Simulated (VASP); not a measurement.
The system is GaN.

```
Ga N
1.0
    -0.08414    2.25477    2.25477
     2.25477   -0.08414    2.25477
     2.25477    2.25477   -0.08414
Ga N
1 1
Direct
  0.99770 0.99770 0.99770
  0.25230 0.25230 0.25230
```

This cell differs from its parent crystal: epitaxial 111 strain +4.0%.

Base run:

| Item | Value |
| --- | --- |
| Program | VASP 6.6.1 |
| Functional | r2SCAN |
| Potentials or basis | VASP PAW PBE potentials, release 64 (Ga_d, N) |
| Cutoff | 520 eV |
| k mesh | 10 × 10 × 10 |
| Occupations | gaussian, width 0.01 eV |
| Spin | no spin polarisation |

Its results: band gap on the k mesh 1.49 eV, direct; pressure -9.6 GPa; largest force 0.019 eV/Å.

The run is repeated on the same cell with these changes: functional from r2SCAN to PBE; k mesh from 10 × 10 × 10 to 6 × 6 × 6. What comes out?

Band gap on the k mesh 1.11 eV, direct; pressure -4.4 GPa; largest force 0.037 eV/Å.

Several settings changed at once, so the effect can't be laid on one alone.

Caveats: the PAW data sets were made with another functional, which shifts forces and pressure a little (some runs).

